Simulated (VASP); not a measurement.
# SnO in VASP: single point with PBE

Aim: the single point of SnO with PBE.

Everything below comes from runs of VASP 6.6.1. Logs are shortened: lines on timing, memory, paths and dates and some standing lists are left out, and cuts for length are marked.

### 1 The cell of the first run

The typed cell holds 8 atoms: a = 3.868 Å, b = 3.868 Å, c = 10.171 Å, α = 90.00°, β = 90.00°, γ = 90.00°.

### 2 Single point, PBE

Input file INCAR:

```
SYSTEM = SnO
  ALGO = Normal
  EDIFF = 1E-6
  ENCUT = 910
  GGA = PE
  GGA_COMPAT = .False.
  ISIF = 2
  ISMEAR = 0
  LASPH = .True.
  LCHARG = .True.
  LELF = .True.
  LREAL = .False.
  LVHAR = .True.
  LWAVE = .False.
  NBANDS = 50
  NELM = 120
  PREC = Accurate
  SIGMA = 0.02
```

Input file KPOINTS:

```
k-points
0
Gamma
  10 10 4
  0 0 0
```

Input file POSCAR:

```
SnO
1.0
    2.7350002921     -2.7349805590      0.0000000000
    2.7350002921      2.7349805590      0.0000000000
    0.0000000000      0.0000000000     10.1708098789
Sn O
4 4
Direct
    0.7500290688      0.2499709312      0.8640178876
    0.2499709312      0.7500290688      0.1359821124
    0.7499709312      0.2500290688      0.3640178876
    0.2500290688      0.7499709312      0.6359821124
    0.2499635466      0.2500364534      0.2500000000
    0.7500364534      0.7499635466      0.7500000000
    0.2500364534      0.2499635466      0.7500000000
    0.7499635466      0.7500364534      0.2500000000
```

Potentials or basis: VASP PAW PBE potentials, release 64 (Sn_d, O_h).

On the command line:

```console
> cat potpaw_PBE.64/Sn_d/POTCAR potpaw_PBE.64/O_h/POTCAR > POTCAR
> mpirun -np 1 vasp_std > vasp.out
```

OUTCAR:

```text
SYSTEM = SnO
   EDIFF = 1E-6
   ENCUT = 910
   GGA = PE
   ISIF = 2
   ISMEAR = 0
   LASPH = .True.
   LREAL = .False.
   NELM = 120
   PREC = Accurate

 ion  position               nearest neighbor table
   1  0.750  0.250  0.864-   6 2.25   7 2.25   7 2.25   6 2.25   4 3.59   4 3.59   4 3.59   4 3.59

   2  0.250  0.750  0.136-   5 2.25   8 2.25   5 2.25   8 2.25   3 3.59   3 3.59   3 3.59   3 3.59

   3  0.750  0.250  0.364-   5 2.25   8 2.25   8 2.25   5 2.25   2 3.59   2 3.59   2 3.59   2 3.59

   4  0.250  0.750  0.636-   6 2.25   7 2.25   6 2.25   7 2.25   1 3.59   1 3.59   1 3.59   1 3.59

   5  0.250  0.250  0.250-   2 2.25   3 2.25   3 2.25   2 2.25
   6  0.750  0.750  0.750-   1 2.25   4 2.25   1 2.25   4 2.25
   7  0.250  0.250  0.750-   1 2.25   4 2.25   4 2.25   1 2.25
   8  0.750  0.750  0.250-   2 2.25   3 2.25   2 2.25   3 2.25

  LATTYP: Found a simple tetragonal cell.
 ALAT       =     3.8678605528
 C/A-ratio  =     2.6295699496

  Lattice vectors:

 A1 = (   2.7350002921,  -2.7349805590,   0.0000000000)
 A2 = (   2.7350002921,   2.7349805590,   0.0000000000)
 A3 = (   0.0000000000,   0.0000000000,  10.1708098789)

Analysis of symmetry for initial positions (statically):
=====================================================================
 Subroutine PRICEL returns:
 Original cell was already a primitive cell.

 Routine SETGRP: Setting up the symmetry group for a
 simple tetragonal supercell.

 Subroutine GETGRP returns: Found  8 space group operations
 (whereof  4 operations were pure point group operations)
 out of a pool of 16 trial point group operations.

The static configuration has the point symmetry C_2h.
 The point group associated with its full space group is D_2h.

Analysis of symmetry for dynamics (positions and initial velocities):
=====================================================================
 Subroutine PRICEL returns:
 Original cell was already a primitive cell.

 Routine SETGRP: Setting up the symmetry group for a
 simple tetragonal supercell.

 Subroutine GETGRP returns: Found  8 space group operations
 (whereof  4 operations were pure point group operations)
 out of a pool of 16 trial point group operations.

The dynamic configuration has the point symmetry C_2h.
 The point group associated with its full space group is D_2h.

 Subroutine INISYM returns: Found  8 space group operations
 (whereof  4 operations are pure point group operations),
 and found     1 'primitive' translations

----------------------------------------------------------------------------------------
[... 108 lines left out ...]
   NSW    =      0    number of steps for IOM
   IBRION =     -1    ionic relax: 0-MD 1-quasi-New 2-CG
   NFREE  =      0    steps in history (QN), initial steepest desc. (CG)
   ISIF   =      2    stress and relaxation
   ISYM   =      2    0-nonsym 1-usesym 2-fastsym
   POTIM  = 0.5000    time-step for ionic-motion
   TEBEG  =    0.0;   TEEND  =   0.0 temperature during run
   PSTRESS=    0.0 pullay stress
   NELECT =      80.0000    total number of electrons
   NUPDOWN=      -1.0000    fix difference up-down
   EMIN   =  10.00;   EMAX   =-10.00  energy-range for DOS
   EFERMI =   0.00;   METHOD = LEGACY
   ISMEAR =     0;   SIGMA  =   0.02  broadening in eV -4-tet -1-fermi 0-gaus
   EFERMI_NEDOS =   21; number of points for ismear=-14 and -15
   IALGO  =     38    algorithm
   IMIX   =      4    mixing-type and parameters
     AMIX     =   0.40;   BMIX     =  1.00
     AMIX_MAG =   1.60;   BMIX_MAG =  1.00
  volume/ion in A,a.u.               =      19.02       128.35
  Fermi-wavevector in a.u.,A,eV,Ry     =   1.321313  2.496920 23.753984  1.745869
  Thomas-Fermi vector in A             =   2.451076
   LORBIT       =      0    0 simple, 1 ext, 2 COOP (PROOUT), +10 PAW based schemes
   GGA     = PE    functional components
   LHFCALC =     F    Hartree Fock is set to
   AEXX    =    0.0000 exact exchange contribution
   IVDW    =     0    specifies the selected vdW correction
   LEPSILON=     F    determine dielectric tensor
   LRPA    =     F    only Hartree local field effects (RPA)
 non-spin polarized calculation
 Gauss-broadening in eV      SIGMA  =   0.02
  energy-cutoff  :      910.00
  volume of cell :      152.16
 maximum number of plane-waves:      9559
 NGX is ok and might be reduce to    40
   NGX = 19   NGY = 19   NGZ = 51

 number of electron      80.0000005 magnetization

 Free energy of the ion-electron system (eV)
  ---------------------------------------------------
  ext. energy  EPLUGINS =         0.00000000
  ---------------------------------------------------
  free energy    TOTEN  =       -45.47905121 eV

  energy without entropy =      -45.47905121  energy(sigma->0) =      -45.47905121

 E-fermi :   6.4586     XC(G=0):  -9.8034

 val. band max:        6.2967588783   @ k =   0.0000   0.0000   0.0000
 cond. band min:       6.8256643727   @ k =   0.5000   0.5000   0.0000
 fundamental gap:      0.5289054944
 Fermi energy:         6.4586391538

 k-point     1 :       0.0000    0.0000    0.0000
  band No.  band energies     occupation
      1     -15.4388      2.00000
      2     -15.4300      2.00000
      3     -15.0848      2.00000
      4     -15.0760      2.00000
      5     -15.0700      2.00000
      6     -15.0700      2.00000
[... 1261 lines left out ...]
     49      11.5978      0.00000
     50      12.7485      0.00000

 [... further k-points ...]
[... 5 lines left out ...]
  --------------------------------------------------------------------------------------
  -------------------------------------------------------------------------------------
  Total        0.0180078      0.0192634      0.0190838      0.0000000      0.0000000      0.0000000
  in kB        0.1896154      0.2028364      0.2009457      0.0000000      0.0000000      0.0000000
  external PRESSURE =       0.1977991 kB  Pullay stress =       0.0000000 kB

 VOLUME and BASIS-vectors are now :
 -----------------------------------------------------------------------------
  energy-cutoff  :      910.00
  volume of cell :      152.16
      direct lattice vectors                 reciprocal lattice vectors
     2.735000292 -2.734980559  0.000000000     0.182815337 -0.182816656  0.000000000
     2.735000292  2.734980559  0.000000000     0.182815337  0.182816656  0.000000000
     0.000000000  0.000000000 10.170809879     0.000000000  0.000000000  0.098320587

 POSITION                                       TOTAL-FORCE (eV/Angst)
 -----------------------------------------------------------------------------------
      2.73500     -1.36765      8.78776         0.000000     -0.000064      0.070292
      2.73500      1.36765      1.38305         0.000000      0.000064     -0.070292
      2.73500     -1.36733      3.70236         0.000000      0.000064      0.070292
      2.73500      1.36733      6.46845         0.000000     -0.000064     -0.070292
      1.36750      0.00020      2.54270         0.000000     -0.000211      0.000000
      4.10250     -0.00020      7.62811         0.000000      0.000211      0.000000
      1.36750     -0.00020      7.62811         0.000000      0.000211      0.000000
      4.10250      0.00020      2.54270         0.000000     -0.000211      0.000000
 -----------------------------------------------------------------------------------
    total drift:                               -0.000000     -0.000000     -0.000000

  FREE ENERGIE OF THE ION-ELECTRON SYSTEM (eV)
  ---------------------------------------------------
  free  energy   TOTEN  =       -45.4790512110 eV

  energy  without entropy=      -45.4790512110  energy(sigma->0) =      -45.47905121
```

OSZICAR:

```text
N       E                     dE             d eps       ncg     rms          rms(c)
DAV:   1     0.130901640232E+04    0.13090E+04   -0.51768E+04 10116   0.335E+03
DAV:   2     0.284957634864E+03   -0.10241E+04   -0.98337E+03  9300   0.906E+02
DAV:   3    -0.323227789358E+01   -0.28819E+03   -0.27072E+03 11354   0.302E+02
DAV:   4    -0.514421062685E+02   -0.48210E+02   -0.46941E+02 12332   0.110E+02
DAV:   5    -0.530121578287E+02   -0.15701E+01   -0.15589E+01 10924   0.215E+01    0.167E+01
DAV:   6    -0.453593531692E+02    0.76528E+01   -0.30373E+01 15668   0.493E+01    0.685E+00
DAV:   7    -0.455235267198E+02   -0.16417E+00   -0.51407E+00  9960   0.980E+00    0.405E+00
DAV:   8    -0.455167893116E+02    0.67374E-02   -0.11973E+00 14762   0.602E+00    0.151E+00
DAV:   9    -0.454745347537E+02    0.42255E-01   -0.19465E-01 14696   0.366E+00    0.418E-01
DAV:  10    -0.454812421291E+02   -0.67074E-02   -0.27169E-02 12970   0.136E+00    0.384E-01
DAV:  11    -0.454788178654E+02    0.24243E-02   -0.94225E-03 13890   0.781E-01    0.500E-02
DAV:  12    -0.454790674150E+02   -0.24955E-03   -0.22464E-03 10988   0.217E-01    0.701E-02
DAV:  13    -0.454790614390E+02    0.59760E-05   -0.94249E-05 13656   0.799E-02    0.399E-02
DAV:  14    -0.454790527023E+02    0.87367E-05   -0.35888E-05 12310   0.337E-02    0.102E-02
DAV:  15    -0.454790509654E+02    0.17369E-05   -0.38455E-06  9704   0.158E-02    0.325E-03
DAV:  16    -0.454790512110E+02   -0.24560E-06   -0.74963E-07  6460   0.572E-03
   1 F= -.45479051E+02 E0= -.45479051E+02  d E =-.472511E-32
```

It took 26 min on 1 thread of Intel Xeon Platinum 8124M at 3.00GHz (Skylake/Cascade Lake), shared host; peak memory 1.2 GiB.

Results:

```yaml
Free_energy: -45.4791 eV
Pressure: 0.0 GPa
Largest_force: 0.070 eV/Å
Band_gap_on_the_k_mesh: 0.53 eV
```

Forces on the atoms (eV/Å):
```
Sn   0.000  0.000  0.070
Sn   0.000  0.000 -0.070
Sn   0.000  0.000  0.070
Sn   0.000  0.000 -0.070
O    0.000  0.000  0.000
O    0.000  0.000  0.000
O    0.000  0.000  0.000
O    0.000  0.000  0.000
```

Caveat: semilocal functionals underestimate gaps, and a narrow one can read as zero; spin-orbit coupling is left out, which moves the levels of the heavy elements.
